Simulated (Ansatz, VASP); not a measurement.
# CoO in VASP and in Ansatz

INCAR

```
PREC = Accurate
ENCUT = 520
EDIFF = 1E-7
ISMEAR = 0
SIGMA = 0.1
LREAL = False
LASPH = True
NELM = 150
ALGO = Normal
ISIF = 2
LWAVE = False
LCHARG = True
ISPIN = 2
MAGMOM = 2.74 0.35
LORBIT = 11
LMAXMIX = 4
GGA = PE
LELF = True
LVHAR = True
NBANDS = 18
```

File KPOINTS:

```
regular mesh
0
Gamma
  16 16 16
```

File POSCAR:

```
CoO
1.0
    0.0000000000      2.1451891819      2.1451891819
    2.1451891819      0.0000000000      2.1451891819
    2.1451891819      2.1451891819      0.0000000000
Co O
1 1
Direct
    0.0000000000      0.0000000000      0.0000000000
    0.5000000000      0.5000000000      0.5000000000
```

Input for Ansatz:

```yaml
crystal:
  lattice:
    - [0.0, 2.1451891819, 2.1451891819]
    - [2.1451891819, 0.0, 2.1451891819]
    - [2.1451891819, 2.1451891819, 0.0]
  atoms:
    - { symbol: Co, position: [0.0, 0.0, 0.0], spin: 2.74 }
    - { symbol: O, position: [0.5, 0.5, 0.5], spin: 0.35 }
basis:
  ecutwfc: 420
kpoints:
  mp_grid: { grid: [16, 16, 16] }
hamiltonian:
  xc: pbe
scf:
  occupations: { method: gaussian, width: 0.1 }
output:
  forces: true
  stress: true
  eigenvalues: true
  populations: true
magnetization:
  spin_polarized: true
```

Alike in both runs: task single point; functional PBE; k mesh 16 × 16 × 16; occupations gaussian, width 0.1 eV; collinear spin.

|  | VASP | Ansatz |
| --- | --- | --- |
| version | VASP 6.6.1 | Ansatz 0.2.0 |
| potentials or method | VASP PAW PBE potentials, release 64 (Co, O), cutoff 520 eV | scalar-relativistic, plane waves, PAW |
| valence electrons in the cell | 15 | 23 |

VASP gave:

```
gap on the k mesh at the Fermi level (eV)                     : none
pressure (GPa)                                                : -5.3
net moment per atom (μB)                                      : 1.48
size of the moment on the site where the two differ most (μB) : 2.60
```

**Question.** What did Ansatz give for the same quantities?

**Answer.** gap on the k mesh at the Fermi level (eV): none; pressure (GPa): -4.9; net moment per atom (μB): 1.49; size of the moment on the site where the two differ most (μB): 2.53.

Site moments also hang on the region over which each program counts them. A gap of «none» marks a metal or a gap that the smearing closes. VASP's potentials hold 15 valence electrons a cell and Ansatz's 23, so a difference there can come from the potentials and not from the codes.
